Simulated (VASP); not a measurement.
Wanted: the native input for a VASP 6.6.1 run.

- Task: single point
- Functional: PBE
- Dispersion: D3(BJ)
- Potentials or basis: VASP PAW PBE potentials, release 64 (K_sv, Mg, F)
- Cutoff: 520 eV
- k mesh: 6 × 6 × 6
- Occupations: gaussian, width 0.01 eV
- Spin: no spin polarisation
- Dipole correction: no
- Further INCAR settings: ALGO = Normal; EDIFF = 1e-06; NBANDS = 24

The structure of KMgF3 lies in POSCAR:

```
KMgF3
1.0
    3.9242219515      0.0000000000      0.0000000000
    0.0000000000      3.9242219515      0.0000000000
    0.0000000000      0.0000000000      3.9242219515
K Mg F
1 1 3
Direct
    0.5000000000      0.5000000000      0.5000000000
    0.0000000000      0.0000000000      0.0000000000
    0.5000000000      0.0000000000      0.0000000000
    0.0000000000      0.5000000000      0.0000000000
    0.0000000000      0.0000000000      0.5000000000
```

These files were run (other wordings do the same):

INCAR

```
  ALGO = Normal
  EDIFF = 1E-6
  ENCUT = 520
  GGA = PE
  ISIF = 2
  ISMEAR = 0
  IVDW = 12
  LASPH = True
  LCHARG = False
  LREAL = False
  LWAVE = False
  NBANDS = 24
  NELM = 100
  PREC = Accurate
  SIGMA = 0.01
```

KPOINTS

```
k-points
0
Gamma
  6 6 6
```

Potentials or basis: VASP PAW PBE potentials, release 64 (K_sv, Mg, F).

The run is started by

```console
$ cat potpaw_PBE.64/K_sv/POTCAR potpaw_PBE.64/Mg/POTCAR potpaw_PBE.64/F/POTCAR > POTCAR
$ mpirun -np 1 vasp_std > vasp.out
```

Results of the run:

```yaml
Pressure: 5.3 GPa
Band_gap_on_the_k_mesh: 7.67 eV (least direct gap 7.99 eV)
Dispersion_energy_per_atom: -0.174 eV
```

Caveat: the cell stands under pressure.

Run time: 52 s on 1 thread of Intel Xeon 8259CL (shared host), peak memory 0.19 GiB.
